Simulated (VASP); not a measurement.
# ZnSe (F-43m) in VASP: a series of runs

Runs on ZnSe. Level: r2SCAN. Tasks: single point.

All numbers are computed with VASP 6.6.1; they aren't measurements. Logs are shortened: lines on timing, memory, paths and dates and some standing lists are left out, and cuts for length are marked.

### Step 1. The cell of the first run

It takes space group F-43m (No. 216, cubic). The conventional cell has a = 5.608 Å, b = 5.608 Å, c = 5.608 Å, α = 90.00°, β = 90.00°, γ = 90.00°. Within 3.2 Å of Zn (site symmetry -43m) lie 4 Se at 2.43 Å. Se (site symmetry -43m) has 4 Zn at 2.43 Å within 3.2 Å.

### Step 2. Single point, r2SCAN (volume changed by -3%)

Input file POSCAR:

```
ZnSe
1.0
    0.0000000000      2.8038084154      2.8038084154
    2.8038084154      0.0000000000      2.8038084154
    2.8038084154      2.8038084154      0.0000000000
Zn Se
1 1
Direct
    0.0000000000      0.0000000000      0.0000000000
    0.2500000000      0.2500000000      0.2500000000
```

Input file INCAR.step1:

```
SYSTEM = ZnSe
ALGO = Normal
EDIFF = 1E-4
ENCUT = 520
GGA = PE
ISMEAR = 0
LASPH = .TRUE.
LCHARG = .FALSE.
LREAL = .FALSE.
LWAVE = .TRUE.
NBANDS = 16
NELM = 60
PREC = Accurate
SIGMA = 0.01
```

Input file INCAR.step2:

```
SYSTEM = ZnSe
ALGO = Normal
EDIFF = 1E-7
ENCUT = 520
ISIF = 2
ISMEAR = 0
ISTART = 1
LASPH = .TRUE.
LCHARG = .TRUE.
LELF = .TRUE.
LMIXTAU = .TRUE.
LREAL = .FALSE.
LVHAR = .TRUE.
LWAVE = .FALSE.
METAGGA = R2SCAN
NBANDS = 16
NELM = 60
PREC = Accurate
SIGMA = 0.01
```

Input file KPOINTS:

```
k-points
0
G
  6 6 6
  0 0 0
```

Potentials or basis: VASP PAW PBE potentials, release 64 (Zn, Se).

The run is started by

```bash
> cat potpaw_PBE.64/Zn/POTCAR potpaw_PBE.64/Se/POTCAR > POTCAR
> cp INCAR.step1 INCAR
> mpirun -np 1 vasp_std > vasp.out
> cp INCAR.step2 INCAR
> mpirun -np 1 vasp_std > vasp.out
```

OUTCAR:

```text
SYSTEM = ZnSe
   EDIFF = 1E-7
   ENCUT = 520
   ISIF = 2
   ISMEAR = 0
   ISTART = 1
   LASPH = .TRUE.
   LREAL = .FALSE.
   METAGGA = R2SCAN
   NELM = 60
   PREC = Accurate

 ion  position               nearest neighbor table
   1  0.000  0.000  0.000-   2 2.43   2 2.43   2 2.43   2 2.43
   2  0.250  0.250  0.250-   1 2.43   1 2.43   1 2.43   1 2.43

  LATTYP: Found a face centered cubic cell.
 ALAT       =     5.6076168308

  Lattice vectors:

 A1 = (   0.0000000000,   2.8038084154,   2.8038084154)
 A2 = (   2.8038084154,   0.0000000000,   2.8038084154)
 A3 = (   2.8038084154,   2.8038084154,   0.0000000000)

Analysis of symmetry for initial positions (statically):
=====================================================================
 Subroutine PRICEL returns:
 Original cell was already a primitive cell.

 Routine SETGRP: Setting up the symmetry group for a
 face centered cubic supercell.

 Subroutine GETGRP returns: Found 24 space group operations
 (whereof 24 operations were pure point group operations)
 out of a pool of 48 trial point group operations.

The static configuration has the point symmetry T_d .

Analysis of symmetry for dynamics (positions and initial velocities):
=====================================================================
 Subroutine PRICEL returns:
 Original cell was already a primitive cell.

 Routine SETGRP: Setting up the symmetry group for a
 face centered cubic supercell.

 Subroutine GETGRP returns: Found 24 space group operations
 (whereof 24 operations were pure point group operations)
 out of a pool of 48 trial point group operations.

The dynamic configuration has the point symmetry T_d .

 Subroutine INISYM returns: Found 24 space group operations
 (whereof 24 operations are pure point group operations),
 and found     1 'primitive' translations

----------------------------------------------------------------------------------------

                                     Primitive cell

  volume of cell :      44.0834

  direct lattice vectors                    reciprocal lattice vectors
     0.000000000  2.803808415  2.803808415    -0.178328875  0.178328875  0.178328875
     2.803808415  0.000000000  2.803808415     0.178328875 -0.178328875  0.178328875
     2.803808415  2.803808415  0.000000000     0.178328875  0.178328875 -0.178328875

  length of vectors
     3.965183887  3.965183887  3.965183887     0.308874672  0.308874672  0.308874672

  position of ions in fractional coordinates (direct lattice)
     0.000000000  0.000000000  0.000000000
     0.250000000  0.250000000  0.250000000

  ion indices of the primitive-cell ions
   primitive index   ion index
                 1           1
                 2           2

----------------------------------------------------------------------------------------

 KPOINTS: k-points

Automatic generation of k-mesh.
 Grid dimensions read from file:
 generate k-points for:    6    6    6

 Generating k-lattice:

  Cartesian coordinates                     Fractional coordinates (reciprocal lattice)
    -0.029721479  0.029721479  0.029721479     0.166666667  0.000000000  0.000000000
     0.029721479 -0.029721479  0.029721479     0.000000000  0.166666667  0.000000000
     0.029721479  0.029721479 -0.029721479     0.000000000  0.000000000  0.166666667

  Length of vectors
     0.051479112  0.051479112  0.051479112

  Shift w.r.t. Gamma in fractional coordinates (k-lattice)
     0.000000000  0.000000000  0.000000000

 Subroutine IBZKPT returns following result:
 ===========================================

 Found     16 irreducible k-points:

 Following reciprocal coordinates:
            Coordinates               Weight
  0.000000  0.000000  0.000000      1.000000
  0.166667  0.000000  0.000000      8.000000
  0.333333  0.000000  0.000000      8.000000
  0.500000  0.000000  0.000000      4.000000
  0.166667  0.166667  0.000000      6.000000
  0.333333  0.166667  0.000000     24.000000
[... 8 lines left out ...]
 -0.333333  0.333333  0.166667     24.000000
 -0.333333  0.500000  0.166667     12.000000
   k-points           NKPTS =     16   k-points in BZ     NKDIM =     16   number of bands    NBANDS=     16
   number of dos      NEDOS =    301   number of ions     NIONS =      2
   total plane-waves  NPLWV =  27000
   dimension x,y,z NGX =    30 NGY =   30 NGZ =   30
   dimension x,y,z NGXF=    60 NGYF=   60 NGZF=   60
   ions per type =               1   1
   NGX,Y,Z   is equivalent  to a cutoff of  12.58, 12.58, 12.58 a.u.
   NGXF,Y,Z  is equivalent  to a cutoff of  25.16, 25.16, 25.16 a.u.
 SYSTEM =  ZnSe
   PREC   = accura    normal or accurate (medium, high low for compatibility)
   ISTART =      1    job   : 0-new  1-cont  2-samecut
   ICHARG =      0    charge: 1-file 2-atom 10-const
   ISPIN  =      1    spin polarized calculation?
   LNONCOLLINEAR =      F non collinear calculations
   LSORBIT =      F    spin-orbit coupling
   LASPH  =      T    aspherical Exc in radial PAW
   ENCUT  =  520.0 eV  38.22 Ry    6.18 a.u.   7.37  7.37  7.37*2*pi/ulx,y,z
   NELM   =     60;   NELMIN=  2; NELMDL=  0     # of ELM steps
   EDIFF  = 0.1E-06   stopping-criterion for ELM
   LREAL  =      F    real-space projection
   EDIFFG = 0.1E-05   stopping-criterion for IOM
   NSW    =      0    number of steps for IOM
   IBRION =     -1    ionic relax: 0-MD 1-quasi-New 2-CG
   NFREE  =      0    steps in history (QN), initial steepest desc. (CG)
   ISIF   =      2    stress and relaxation
   ISYM   =      2    0-nonsym 1-usesym 2-fastsym
   POTIM  = 0.5000    time-step for ionic-motion
   TEBEG  =    0.0;   TEEND  =   0.0 temperature during run
   PSTRESS=    0.0 pullay stress
   NELECT =      18.0000    total number of electrons
   NUPDOWN=      -1.0000    fix difference up-down
   EMIN   =  10.00;   EMAX   =-10.00  energy-range for DOS
   EFERMI =   0.00;   METHOD = LEGACY
   ISMEAR =     0;   SIGMA  =   0.01  broadening in eV -4-tet -1-fermi 0-gaus
   EFERMI_NEDOS =   21; number of points for ismear=-14 and -15
   IALGO  =     38    algorithm
   IMIX   =      4    mixing-type and parameters
     AMIX     =   0.40;   BMIX     =  1.00
     AMIX_MAG =   1.60;   BMIX_MAG =  1.00
  volume/ion in A,a.u.               =      22.04       148.74
  Fermi-wavevector in a.u.,A,eV,Ry     =   1.214527  2.295124 20.069640  1.475077
  Thomas-Fermi vector in A             =   2.349944
   LORBIT       =      0    0 simple, 1 ext, 2 COOP (PROOUT), +10 PAW based schemes
   METAGGA = R2SCAN    functional components
   LHFCALC =     F    Hartree Fock is set to
   AEXX    =    0.0000 exact exchange contribution
   IVDW    =     0    specifies the selected vdW correction
   LEPSILON=     F    determine dielectric tensor
   LRPA    =     F    only Hartree local field effects (RPA)
 non-spin polarized calculation
 Gauss-broadening in eV      SIGMA  =   0.01
  energy-cutoff  :      520.00
  volume of cell :       44.08
 maximum number of plane-waves:      1243
 NGX is ok and might be reduce to    30
   NGX = 15   NGY = 15   NGZ = 15

 number of electron      17.9999989 magnetization

 Free energy of the ion-electron system (eV)
  ---------------------------------------------------
  ext. energy  EPLUGINS =         0.00000000
  ---------------------------------------------------
  free energy    TOTEN  =       -24.89564757 eV

  energy without entropy =      -24.89564757  energy(sigma->0) =      -24.89564757

 E-fermi :   1.6394     XC(G=0): -10.0758

 val. band max:        1.5816990657   @ k =   0.0000   0.0000   0.0000
 cond. band min:       3.5886783924   @ k =   0.0000   0.0000   0.0000
 fundamental gap:      2.0069793267
 Fermi energy:         1.6394265871

 k-point     1 :       0.0000    0.0000    0.0000
  band No.  band energies     occupation
      1     -12.3496      2.00000
      2      -5.2350      2.00000
      3      -5.2350      2.00000
      4      -5.2350      2.00000
      5      -4.7949      2.00000
      6      -4.7949      2.00000
[... 8 lines left out ...]
     15      13.6729      0.00000
     16      13.6730      0.00000

 k-point     2 :       0.1667    0.0000    0.0000
  band No.  band energies     occupation
      1     -12.1579      2.00000
      2      -5.2178      2.00000
      3      -5.2048      2.00000
      4      -5.2047      2.00000
      5      -4.7968      2.00000
      6      -4.7968      2.00000
[... 8 lines left out ...]
     15      12.6290      0.00000
     16      13.3747      0.00000

 k-point     3 :       0.3333    0.0000    0.0000
  band No.  band energies     occupation
      1     -11.7255      2.00000
      2      -5.1526      2.00000
      3      -5.1526      2.00000
      4      -5.0514      2.00000
      5      -4.7884      2.00000
      6      -4.7883      2.00000
[... 8 lines left out ...]
     15      13.3079      0.00000
     16      13.3080      0.00000

 k-point     4 :       0.5000    0.0000    0.0000
  band No.  band energies     occupation
      1     -11.4770      2.00000
      2      -5.1327      2.00000
      3      -5.1326      2.00000
      4      -4.7759      2.00000
      5      -4.7758      2.00000
      6      -4.6281      2.00000
[... 8 lines left out ...]
     15      15.5300      0.00000
     16      15.5301      0.00000
[... 172 lines left out ...]
 k-point    14 :       0.5000    0.3333    0.1667
  band No.  band energies     occupation
      1     -11.4240      2.00000
      2      -5.1306      2.00000
      3      -5.0742      2.00000
      4      -4.9615      2.00000
      5      -4.7776      2.00000
      6      -4.7314      2.00000
[... 8 lines left out ...]
     15      15.4085      0.00000
     16      16.8741      0.00000

 k-point    15 :      -0.3333    0.3333    0.1667
  band No.  band energies     occupation
      1     -11.2537      2.00000
      2      -5.1051      2.00000
      3      -5.0408      2.00000
      4      -4.8402      2.00000
      5      -4.8049      2.00000
      6      -4.5357      2.00000
[... 8 lines left out ...]
     15      15.5874      0.00000
     16      16.5332      0.00000

 k-point    16 :      -0.3333    0.5000    0.1667
  band No.  band energies     occupation
      1     -11.1748      2.00000
      2      -5.1216      2.00000
      3      -4.9835      2.00000
      4      -4.8984      2.00000
      5      -4.7804      2.00000
      6      -4.5020      2.00000
[... 8 lines left out ...]
     15      16.2124      0.00000
     16      16.7605      0.00000

------------------------ aborting loop because EDIFF is reached ----------------------------------------

  FORCE on cell =-STRESS in cart. coord.  units (eV):
  Direction    XX          YY          ZZ          XY          YZ          ZX
  --------------------------------------------------------------------------------------
  -------------------------------------------------------------------------------------
  Total        0.6307713      0.6307713      0.6307713      0.0000000      0.0000000     -0.0000000
  in kB       22.9249044     22.9249044     22.9249044      0.0000000      0.0000000     -0.0000000
  external PRESSURE =      22.9249044 kB  Pullay stress =       0.0000000 kB

 VOLUME and BASIS-vectors are now :
 -----------------------------------------------------------------------------
  energy-cutoff  :      520.00
  volume of cell :       44.08
      direct lattice vectors                 reciprocal lattice vectors
     0.000000000  2.803808415  2.803808415    -0.178328875  0.178328875  0.178328875
     2.803808415  0.000000000  2.803808415     0.178328875 -0.178328875  0.178328875
     2.803808415  2.803808415  0.000000000     0.178328875  0.178328875 -0.178328875

 POSITION                                       TOTAL-FORCE (eV/Angst)
 -----------------------------------------------------------------------------------
      0.00000      0.00000      0.00000         0.000000     -0.000000      0.000000
      1.40190      1.40190      1.40190        -0.000000      0.000000     -0.000000
 -----------------------------------------------------------------------------------
    total drift:                                0.000029      0.000029      0.000029

  FREE ENERGIE OF THE ION-ELECTRON SYSTEM (eV)
  ---------------------------------------------------
  free  energy   TOTEN  =       -24.8956475680 eV

  energy  without entropy=      -24.8956475680  energy(sigma->0) =      -24.89564757
```

Wall time 35 s (1 thread of Intel Xeon 6975P-C (Granite Rapids), shared host); peak memory 0.17 GiB.

What came out:

```yaml
Free_energy: -24.8956 eV
Pressure: 2.3 GPa
Band_gap_on_the_k_mesh: 2.01 eV, direct
```

Levels at points of the mesh, in eV from the valence-band top:
```csv
k point,band 5,band 6,band 7,band 8,band 9,band 10,band 11,band 12,band 13,band 14
"(0.00, 0.00, 0.00)",-6.38,-6.38,0.00,0.00,0.00,2.01,6.30,6.30,6.30,10.73
"(0.50, 0.00, 0.00)",-6.36,-6.21,-5.52,-0.93,-0.93,3.11,6.85,6.85,9.16,11.89
"(0.50, 0.50, 0.00)",-6.32,-6.19,-4.94,-2.35,-2.35,3.26,3.87,11.77,12.30,12.30
```

Caveat: the cell differs from its parent crystal (volume changed by -3%); the PAW data sets were made with another functional, which shifts forces and pressure a little.

### Step 3. Single point, r2SCAN

This run uses another cell than the first one, of 22.72 Å³/atom, 1.031 times its volume.

Input file POSCAR:

```
ZnSe
1.0
    0.0000000000      2.8324206815      2.8324206815
    2.8324206815      0.0000000000      2.8324206815
    2.8324206815      2.8324206815      0.0000000000
Zn Se
1 1
Direct
    0.0000000000      0.0000000000      0.0000000000
    0.2500000000      0.2500000000      0.2500000000
```

Input file INCAR.step1:

```
SYSTEM = ZnSe
PREC     = Accurate       ! precision mode
ENCUT    = 520            ! plane-wave cutoff, eV
ISMEAR   = 0              ! smearing method
SIGMA    = 0.01           ! smearing width, eV
LREAL    = .FALSE.        ! projectors in reciprocal space
LASPH    = .TRUE.         ! aspherical terms in the spheres
NELM     = 80             ! most SCF steps
NBANDS   = 16             ! bands
GGA      = PE             ! functional
ALGO     = Normal         ! electronic algorithm
EDIFF    = 1E-4           ! SCF threshold, eV
LWAVE    = .TRUE.         ! write WAVECAR
LCHARG   = .FALSE.        ! write CHGCAR
```

Input file INCAR.step2:

```
SYSTEM = ZnSe
PREC     = Accurate       ! precision mode
ENCUT    = 520            ! plane-wave cutoff, eV
EDIFF    = 1E-6           ! SCF threshold, eV
ISMEAR   = 0              ! smearing method
SIGMA    = 0.01           ! smearing width, eV
LREAL    = .FALSE.        ! projectors in reciprocal space
LASPH    = .TRUE.         ! aspherical terms in the spheres
NELM     = 80             ! most SCF steps
ALGO     = Normal         ! electronic algorithm
ISIF     = 2              ! what is computed and relaxed
LWAVE    = .FALSE.        ! write WAVECAR
LCHARG   = .FALSE.        ! write CHGCAR
METAGGA  = R2SCAN         ! meta-GGA
LMIXTAU  = .TRUE.       
NBANDS   = 16             ! bands
ISTART   = 1
```

Input file KPOINTS:

```
regular mesh
0
G
  6 6 6
  0 0 0
```

Potentials or basis: VASP PAW PBE potentials, release 64 (Zn, Se).

The run is started by

```bash
> cat potpaw_PBE.64/Zn/POTCAR potpaw_PBE.64/Se/POTCAR > POTCAR
> cp INCAR.step1 INCAR
> mpirun -np 1 vasp_std > vasp.out
> cp INCAR.step2 INCAR
> mpirun -np 1 vasp_std > vasp.out
```

Run time: 32 s. Hardware: 1 thread of Intel Xeon 6975P-C (Granite Rapids), shared host; peak memory 0.16 GiB.

It converged, with:

```
Free energy            : -24.9053 eV
Pressure               : 0.1 GPa
Band gap on the k mesh : 1.87 eV, direct
```

Levels at points of the mesh, in eV from the valence-band top:
```csv
k point,band 5,band 6,band 7,band 8,band 9,band 10,band 11,band 12,band 13,band 14
"(0.00, 0.00, 0.00)",-6.29,-6.29,0.00,0.00,0.00,1.87,6.31,6.31,6.31,10.59
"(0.50, 0.00, 0.00)",-6.28,-6.14,-5.31,-0.89,-0.89,3.05,6.86,6.86,9.08,11.71
"(0.50, 0.50, 0.00)",-6.24,-6.11,-4.80,-2.24,-2.24,3.33,3.87,11.52,12.08,12.08
```

Caveat: the PAW data sets were made with another functional, which shifts forces and pressure a little. r2SCAN opens gaps a little over a GGA but as a rule still falls short of measured ones.
